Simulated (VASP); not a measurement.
Set up this calculation in VASP 6.6.1, as the native input.

```yaml
Task: relaxation of cell and atoms
Functional: PBE
Potentials_or_basis: VASP PAW PBE potentials, release 64 (Pt)
Cutoff: 600 eV
k_mesh: 10 × 10 × 10
Occupations: fermi-dirac, width 0.1 eV
Spin: no spin polarisation
Dipole_correction: no
Further_INCAR_settings: ALGO = Normal; EDIFF = 1e-06; IBRION = 2; EDIFFG = -0.01; NSW = 80; ISIF = 3
```

The structure of Pt lies in POSCAR:

```
Pt
1.0
    0.0000000000      2.7314125730      2.7314125730
    2.7314125730      0.0000000000      2.7314125730
    2.7314125730      2.7314125730      0.0000000000
Pt
2
Direct
    0.1250000000      0.1250000000      0.1250000000
    0.8750000000      0.8750000000      0.8750000000
```

This isn't the form of Pt at room conditions, which is fcc.

These files were run (other wordings do the same):

INCAR

```
  PREC = Accurate
  ENCUT = 600
  EDIFF = 1E-6
  ISMEAR = -1
  SIGMA = 0.1
  LREAL = False
  LASPH = True
  NELM = 80
  ALGO = Normal
  ISIF = 3
  LWAVE = False
  LCHARG = False
  GGA = PE
  IBRION = 2
  NSW = 80
  EDIFFG = -0.01
```

KPOINTS

```
regular mesh
0
Gamma
  10 10 10
```

Potentials or basis: VASP PAW PBE potentials, release 64 (Pt).

Command:

```bash
$ cat potpaw_PBE.64/Pt/POTCAR > POTCAR
$ mpirun -np 1 vasp_std > vasp.out
```

It gave:

```json
{"Relaxed volume": "24.06 Å³/atom", "Relaxed cell": "a = 4.083 Å, b = 4.083 Å, c = 4.083 Å, α = 60.00°, β = 60.00°, γ = 60.00°", "Space group after relaxing (to 0.1 Å)": "Fd-3m (No. 227)", "Energy gained by relaxing": "284.3 meV/atom", "Ionic steps": "5", "Pressure after relaxing": "0.0 GPa", "Band gap on the k mesh": "zero (bands 10 and 11 overlap by 0.57 eV)"}
```

Caveat: the volume moved by over 15 % at a fixed basis, so the end points are rough; spin-orbit coupling is left out, which moves the levels of the heavy elements.

Run time: 100 s on 1 thread of Intel Xeon 8259CL, on a shared host, peak memory 0.2 GiB.
